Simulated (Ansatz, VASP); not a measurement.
# GeCl5 in VASP and in Ansatz

The input INCAR:

```
PREC = Accurate
ENCUT = 600
EDIFF = 1E-6
ISMEAR = 0
SIGMA = 0.1
LREAL = False
LASPH = True
NELM = 80
ALGO = Normal
ISIF = 3
LWAVE = False
LCHARG = False
GGA = PE
IBRION = 2
NSW = 90
EDIFFG = -0.04
```

KPOINTS

```
Automatic mesh
0
Gamma
  6 6 2
```

POSCAR

```
GeCl5
1.0
    5.1179361900      0.0000000000      0.0000000000
   -2.5589681000      4.4322627600      0.0000000000
    0.0000000000      0.0000000000      7.8076907400
Ge Cl
1 5
Direct
    0.0000000000      0.0000000000      0.0000000000
    0.0000000000      0.0000000000      0.5000000000
    0.3333333300      0.6666666700      0.5000000000
    0.0000000000      0.0000000000      0.7569146700
    0.0000000000      0.0000000000      0.2430853300
    0.3333333300      0.6666666700      0.0000000000
```

Input for Ansatz:

```yaml
crystal:
  lattice:
    - [5.11793619, 0.0, 0.0]
    - [-2.5589681, 4.43226276, 0.0]
    - [0.0, 0.0, 7.80769074]
  atoms:
    - { symbol: Ge, position: [0.0, 0.0, 0.0] }
    - { symbol: Cl, position: [0.0, 0.0, 0.5] }
    - { symbol: Cl, position: [0.33333333, 0.66666667, 0.5] }
    - { symbol: Cl, position: [0.0, 0.0, 0.75691467] }
    - { symbol: Cl, position: [0.0, 0.0, 0.24308533] }
    - { symbol: Cl, position: [0.33333333, 0.66666667, 0.0] }
basis:
  ecutwfc: 420
kpoints:
  mp_grid: { grid: [6, 6, 2] }
hamiltonian:
  xc: pbe
scf:
  occupations: { method: gaussian, width: 0.1 }
  lower_state_search: "off"
output:
  forces: true
  stress: true
  eigenvalues: true
relax:
  adjacent_minimum: "off"
  f_tol: 0.04
  max_steps: 70
  cell: { stress_tol: 0.4 }
```

Alike in both runs: task relaxation of cell and atoms; functional PBE; k mesh 6 × 6 × 2; occupations gaussian, width 0.1 eV; no spin polarisation.

|  | VASP | Ansatz |
| --- | --- | --- |
| version | VASP 6.6.1 | Ansatz 0.2.0 |
| potentials or method | VASP PAW PBE potentials, release 64 (Ge_d, Cl), cutoff 600 eV | scalar-relativistic, plane waves, PAW |
| valence electrons in the cell | 49 | 49 |

```csv
,VASP,Ansatz,Ansatz less VASP
"gap on the k mesh at the Fermi level, each at its own relaxed structure (eV)",none,none,-
relaxed volume (Å³/atom),31.92,32.00,+0.079
relaxed cell length with the largest relative difference (Å),4.610,4.620,+0.0097
```

A gap of «none» marks a metal or a gap that the smearing closes.

The k mesh is coarse, so the values compare programs but aren't converged.
